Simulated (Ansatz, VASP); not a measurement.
Two plane-wave programs on Bi

```
CELL_PARAMETERS angstrom
-1.97253 1.97253 1.83051
1.97253 -1.97253 1.83051
1.97253 1.97253 -1.83051
ATOMIC_POSITIONS crystal
Bi 0.00000 0.00000 0.00000
```

Alike in both runs: task single point; functional PBE; dispersion D3(BJ); k mesh 18 × 18 × 18; occupations gaussian, width 0.15 eV; no spin polarisation.

```csv
,VASP,Ansatz
version,VASP 6.6.1,Ansatz 0.2.0
potentials or method,"VASP PAW PBE potentials, release 64 (Bi_d), cutoff 520 eV","scalar-relativistic, plane waves, PAW"
valence electrons in the cell,15,15
```

Ansatz gave:

* gap on the k mesh at the Fermi level (eV): none
* pressure (GPa): 3.9
* traceless stress, the component that is largest in VASP (GPa): 0.75

Which values does VASP return?

gap on the k mesh at the Fermi level (eV): none; pressure (GPa): 3.8; traceless stress, the component that is largest in VASP (GPa): 0.75.

A gap of «none» marks a metal or a gap that the smearing closes.

Neither program's run includes spin-orbit coupling.
